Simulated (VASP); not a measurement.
## Zn: relaxation of cell and atoms with PBE

Crystal: Zn.

```
Zn
1.0
     2.62625    0.00000    0.00000
    -1.31313    2.27440    0.00000
     0.00000    0.00000    5.16514
Zn
2
Direct
  0.33333 0.66667 0.75000
  0.66667 0.33333 0.25000
```

```
Program                : VASP 6.6.1
Task                   : relaxation of cell and atoms
Functional             : PBE
Potentials or basis    : VASP PAW PBE potentials, release 64 (Zn)
Cutoff                 : 600 eV
k mesh                 : 24 × 24 × 12
Occupations            : gaussian, width 0.1 eV
Spin                   : no spin polarisation
Dipole correction      : no
Further INCAR settings : ALGO = Fast; EDIFF = 1e-07; IBRION = 2; EDIFFG = -0.01; NSW = 100; ISIF = 3
```

- Relaxed volume: 15.29 Å³/atom
- Relaxed cell: a = 2.649 Å, b = 2.649 Å, c = 5.032 Å, α = 90.00°, β = 90.00°, γ = 120.00°
- Space group after relaxing (to 0.1 Å): P6_3/mmc (No. 194)
- Energy gained by relaxing: 2.2 meV/atom
- Ionic steps: 7
- Pressure after relaxing: -0.1 GPa
- Band gap on the k mesh: zero (bands 12 and 13 overlap by 4.82 eV)

Step by step:
| step | energy change (eV) | largest force (eV/Å) | pressure (GPa) | volume (Å³) |
| --- | --- | --- | --- | --- |
| 1 | 0.0000 | 0.0000 | 0.30 | 30.85 |
| 2 | -0.0020 | 0.0000 | -0.26 | 30.98 |
| 3 | -0.0026 | 0.0000 | -0.85 | 31.12 |
| 4 | -0.0039 | 0.0000 | -0.54 | 30.87 |
| 5 | -0.0044 | 0.0000 | -0.24 | 30.66 |
| 6 | -0.0044 | 0.0000 | -0.23 | 30.64 |
| 7 | -0.0045 | 0.0000 | -0.06 | 30.57 |

Final structure:
```cif
data_structure
_symmetry_space_group_name_H-M 'P 1'
_symmetry_Int_Tables_number 1
_cell_length_a 2.6485
_cell_length_b 2.6485
_cell_length_c 5.0324
_cell_angle_alpha 90.000
_cell_angle_beta 90.000
_cell_angle_gamma 120.000
_cell_volume 30.57
loop_
_atom_site_label
_atom_site_type_symbol
_atom_site_fract_x
_atom_site_fract_y
_atom_site_fract_z
_atom_site_occupancy
Zn1 Zn 0.33333 0.66667 0.75000 1
Zn2 Zn 0.66667 0.33333 0.25000 1
```

Levels at points of the mesh, in eV from the Fermi level:
| k point | band 8 | band 9 | band 10 | band 11 | band 12 | band 13 | band 14 | band 15 | band 16 |
| --- | --- | --- | --- | --- | --- | --- | --- | --- | --- |
| (0.00, 0.00, 0.00) | -7.26 | -7.26 | -7.08 | -7.08 | -3.69 | -3.29 | 12.83 | 16.58 | 17.86 |
| (0.50, 0.00, 0.00) | -7.10 | -6.88 | -6.86 | -2.73 | -2.03 | 2.49 | 3.57 | 3.96 | 5.68 |
| (0.00, 0.00, 0.50) | -7.61 | -7.16 | -7.16 | -7.16 | -7.16 | 4.16 | 4.16 | 19.10 | 19.10 |
| (0.50, 0.00, 0.50) | -7.11 | -6.87 | -6.87 | -1.79 | -1.79 | 0.21 | 0.21 | 9.83 | 9.83 |

Run time: 21 min on 1 thread of Oxide Virtual Turin-like Processor, with other jobs on the host, peak memory 0.31 GiB.
